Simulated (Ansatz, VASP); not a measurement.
## Al8N: VASP beside Ansatz

INCAR

```
SYSTEM = Al8N
ALGO = Normal ; DIPOL = 0.5 0.5 0.398
EDIFF = 1E-6 ; ENCUT = 520
GGA = PE ; IDIPOL = 3
ISIF = 2 ; ISMEAR = 0
LASPH = .TRUE. ; LCHARG = .TRUE.
LDIPOL = .TRUE. ; LELF = .TRUE.
LREAL = .FALSE. ; LVACPOTAV = .TRUE.
LVHAR = .TRUE. ; LWAVE = .FALSE.
NBANDS = 24 ; NELM = 100
PREC = Accurate ; SIGMA = 0.1
```

The input KPOINTS:

```
k-points
0
G
  9 9 1
  0 0 0
```

The input POSCAR:

```
Al8N
1.0
    2.8543223330      0.0000000000      0.0000000000
   -1.4271611665      2.4719156510      0.0000000000
    0.0000000000      0.0000000000     33.4760593533
Al N
8 1
Direct
    0.3333333333      0.6666666667      0.1194883770
    0.0000000000      0.0000000000      0.1895622803
    0.6666666667      0.3333333333      0.2596361837
    0.0000000000      0.0000000000      0.3297100869
    0.3333333333      0.6666666667      0.3992195594
    0.0000000000      0.0000000000      0.4696536480
    0.6666666667      0.3333333333      0.5400996810
    0.0000000000      0.0000000000      0.6116627748
    0.1111111111     -0.1111111111      0.6621466141
```

Input for Ansatz:

```yaml
crystal:
  lattice:
    - [2.854322333, 0.0, 0.0]
    - [-1.4271611665, 2.471915651, 0.0]
    - [0.0, 0.0, 33.4760593533]
  atoms:
    - { symbol: Al, position: [0.3333333333, 0.6666666667, 0.119488377] }
    - { symbol: Al, position: [0.0, 0.0, 0.1895622803] }
    - { symbol: Al, position: [0.6666666667, 0.3333333333, 0.2596361837] }
    - { symbol: Al, position: [0.0, 0.0, 0.3297100869] }
    - { symbol: Al, position: [0.3333333333, 0.6666666667, 0.3992195594] }
    - { symbol: Al, position: [0.0, 0.0, 0.469653648] }
    - { symbol: Al, position: [0.6666666667, 0.3333333333, 0.540099681] }
    - { symbol: Al, position: [0.0, 0.0, 0.6116627748] }
    - { symbol: "N", position: [0.1111111111, -0.1111111111, 0.6621466141] }
basis:
  ecutwfc: 420
kpoints:
  mp_grid: { grid: [9, 9, 1] }
hamiltonian:
  xc: pbe
scf:
  occupations: { method: gaussian, width: 0.1 }
output:
  forces: true
  eigenvalues: true
efield:
  axis: 3
  dipole_correction: true
  ramp_width: 0.04
```

Alike in both runs: task single point; functional PBE; k mesh 9 × 9 × 1; occupations gaussian, width 0.1 eV; no spin polarisation.

```csv
,VASP,Ansatz
version,VASP 6.6.1,Ansatz 0.2.0
potentials or method,"VASP PAW PBE potentials, release 64 (Al, N), cutoff 520 eV","scalar-relativistic, plane waves, PAW"
valence electrons in the cell,29,29
```

```csv
,VASP,Ansatz,Ansatz less VASP
gap on the k mesh at the Fermi level (eV),none,none,-
rms of the force components (eV/Å),0.353,0.350,-0.0027
"work function, face that differs most (eV)",4.03,4.05,+0.028
```

Atom by atom the forces differ by 0.004 eV/Å (rms over components). A gap of «none» marks a metal or a gap that the smearing closes. With one functional, cell and mesh, what is left measures potentials, basis and numerics.
